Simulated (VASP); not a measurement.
Ni, 1 atom in the cell. It takes space group Pm-3m (No. 221, cubic). Conventional cell: a = 2.290 Å, b = 2.290 Å, c = 2.290 Å, α = 90.00°, β = 90.00°, γ = 90.00°. Ni (site symmetry m-3m) has 6 Ni at 2.29 Å within 3.0 Å. 

| Item | Value |
| --- | --- |
| Program | VASP 6.6.1 |
| Task | relaxation of cell and atoms |
| Functional | PBEsol |
| Potentials or basis | VASP PAW PBE potentials, release 64 (Ni) |
| Cutoff | 600 eV |
| k mesh | 8 × 8 × 8 |
| Occupations | fermi-dirac, width 0.1 eV |
| Spin | collinear spin, ferromagnetic start |
| Starting moments | [1.5] μB |
| Target pressure | 20 GPa |
| Dipole correction | no |
| Further INCAR settings | ALGO = Normal; EDIFF = 1e-06; IBRION = 2; EDIFFG = -0.01; NSW = 80; ISIF = 3 |

Potentials or basis: VASP PAW PBE potentials, release 64 (Ni).

The run is started by

```console
$ cat potpaw_PBE.64/Ni/POTCAR > POTCAR
$ mpirun -np 1 vasp_std > vasp.out
```

Hardware: 1 thread of Intel Xeon 6975P-C, with other jobs on the host.

Question: Estimate the wall time of this run.

Answer: Wall time 22 s on 1 thread of Intel Xeon 6975P-C (shared host), peak memory 0.13 GiB. Counts: scf iterations 40, k points 35, ion steps 4.
